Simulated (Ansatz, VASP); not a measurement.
# Ni: VASP beside Ansatz

```
Ni
1.0
     2.49175    0.00000    0.00000
     1.24588    2.15792    0.00000
     1.24588    0.71931    2.03451
Ni
1
Direct
  0.00000 0.00000 0.00000
```

Alike in both runs: task relaxation of cell and atoms; functional revPBE; dispersion D3(BJ); k mesh 14 × 14 × 14; collinear spin.

|  | VASP | Ansatz |
| --- | --- | --- |
| version | VASP 6.6.1 | Ansatz 0.2.0 |
| potentials or method | VASP PAW PBE potentials, release 64 (Ni), cutoff 600 eV | plane waves, PAW |
| occupations | methfessel-paxton of order 1, width 0.3 eV | cold, width 0.3 eV |
| valence electrons in the cell | 10 | 18 |

Ansatz gave:

```
gap on the k mesh at the Fermi level, each at its own relaxed structure (eV) : none
net moment per atom (μB)                                                     : 0.64
size of the moment on the site where the two differ most (μB)                : 0.68
relaxed volume (Å³/atom)                                                     : 10.38
relaxed cell length with the largest relative difference (Å)                 : 2.449
```

Question: What did VASP give for the same quantities?

Answer: gap on the k mesh at the Fermi level, each at its own relaxed structure (eV): none; net moment per atom (μB): 0.59; size of the moment on the site where the two differ most (μB): 0.60; relaxed volume (Å³/atom): 10.37; relaxed cell length with the largest relative difference (Å): 2.448.

VASP's potentials were made for PBE, not for revPBE. Site moments also hang on the region over which each program counts them. A gap of «none» marks a metal or a gap that the smearing closes. VASP's potentials hold 10 valence electrons a cell and Ansatz's 18, so a difference there can come from the potentials and not from the codes.
